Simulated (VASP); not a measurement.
Runs of VASP 6.6.1 on Se. Symmetry: R-3m, No. 166, trigonal system. Conventional cell: a = 3.850 Å, b = 3.850 Å, c = 2.645 Å, α = 90.00°, β = 90.00°, γ = 120.00°. Within 3.2 Å of Se (site symmetry -3m) lie 14 Se at 2.39 to 2.84 Å. 

```csv
level,gap on the mesh (eV),pressure (GPa)
r2SCAN,none,162.8
RPBE,none,164.2
revPBE,none,(a)
PBEsol,none,152.6
```

Alike in all rows: task single point; potentials or basis VASP PAW PBE potentials, release 64 (Se); no spin polarisation; cell as given; k mesh 12 × 12 × 12; cutoff (eV) 520; smearing fermi-dirac 0.1 eV.

Estimate the missing entries.

(a) 163.4.

Caveats: the PAW data sets were made with another functional, which shifts forces and pressure a little.

A k mesh can miss the band edges, and the runs leave out spin-orbit coupling on Se.

A gap of «none» marks levels without a gap at the run's occupations.
